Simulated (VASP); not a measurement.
**SbPt: electric field gradients with LDA**

Crystal: SbPt.

```
Sb Pt
1.0
     4.13000    0.00000    0.00000
    -2.06500    3.57668    0.00000
     0.00000    0.00000    5.47200
Sb Pt
2 2
Cartesian
  0.0000 2.3845 1.3680
  2.0650 1.1922 4.1040
  0.0000 0.0000 0.0000
  0.0000 0.0000 2.7360
```

* Program: VASP 6.6.1
* Task: electric field gradients
* Functional: LDA
* Potentials or basis: VASP PAW LDA potentials, release 64 (Sb, Pt)
* Cutoff: 520 eV
* k mesh: 11 × 11 × 8
* Occupations: fermi-dirac, width 0.08 eV
* Spin: no spin polarisation
* Dipole correction: no
* Further INCAR settings: ALGO = Normal; EDIFF = 1e-08; NBANDS = 23

```yaml
Pressure: 0.2 GPa
Band_gap_on_the_k_mesh: zero (bands 15 and 16 overlap by 3.96 eV)
Largest_electric_field_gradient_by_atom: Sb +19.8; Pt -121.5 V/Å²
```

Stress tensor (GPa, compression positive):
```
 0.56  0.00  0.00
 0.00  0.56  0.00
 0.00  0.00 -0.62
```

Levels at points of the mesh, in eV from the Fermi level:
```csv
k point,band 13,band 14,band 15,band 16,band 17,band 18
"(0.00, 0.00, 0.00)",-0.09,-0.09,0.75,2.31,2.40,3.62
"(0.00, 0.00, 0.50)",-1.23,-1.23,2.36,2.36,2.36,2.36
```

Electric field gradients, principal values (V/Å²):
```csv
atom,least,middle,greatest (by size)
1 Sb,-9.890,-9.891,19.781
2 Sb,-9.890,-9.891,19.781
3 Pt,60.728,60.728,-121.456
4 Pt,60.728,60.728,-121.456
```

Wall time 2.1 min on 1 thread of Intel Xeon 8259CL, with other jobs on the host, peak memory 0.26 GiB.

Caveat: without QUAD_EFG the Cq values of the log hold for a quadrupole moment of 1 mb, not for the nuclei; spin-orbit coupling is left out, which moves the levels of the heavy elements.
